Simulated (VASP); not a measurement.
Write the native input for VASP 6.6.1 that does the following.

- Task: electric field gradients
- Functional: LDA
- Potentials or basis: VASP PAW LDA potentials, release 64 (Nb_sv, H)
- Cutoff: 520 eV
- k mesh: 15 × 15 × 15
- Occupations: fermi-dirac, width 0.03 eV
- Spin: no spin polarisation
- Dipole correction: no
- Further INCAR settings: ALGO = Normal; EDIFF = 1e-08; NBANDS = 14

The structure of NbH2 lies in POSCAR:

```
NbH2
1.0
    0.0000000000      2.2506651390      2.2506651390
    2.2506651390      0.0000000000      2.2506651390
    2.2506651390      2.2506651390      0.0000000000
Nb H
1 2
Direct
    0.0000000000      0.0000000000      0.0000000000
    0.2500000000      0.2500000000      0.2500000000
    0.7500000000      0.7500000000      0.7500000000
```

This cell differs from its parent crystal: volume scaled by 0.96.

One way to write it, as run:

INCAR

```
PREC = Accurate
ENCUT = 520
EDIFF = 1E-8
ISMEAR = -1
SIGMA = 0.03
LREAL = F
LASPH = T
NELM = 60
ALGO = Normal
ISIF = 2
LWAVE = F
LCHARG = F
GGA = CA
LEFG = T
NBANDS = 14
```

KPOINTS

```
Automatic mesh
0
Gamma
  15 15 15
```

Potentials or basis: VASP PAW LDA potentials, release 64 (Nb_sv, H).

The run is started by

```console
$ cat potpaw_LDA.64/Nb_sv/POTCAR potpaw_LDA.64/H/POTCAR > POTCAR
$ mpirun -np 1 vasp_std > vasp.out
```

It gave:

```
Pressure : -1.0 GPa
```

Caveat: without QUAD_EFG the Cq values of the log hold for a quadrupole moment of 1 mb, not for the nuclei.

It took 40 s on 1 thread of AMD EPYC 7R13 Processor (Zen 3), on a shared host, peak memory 0.12 GiB.
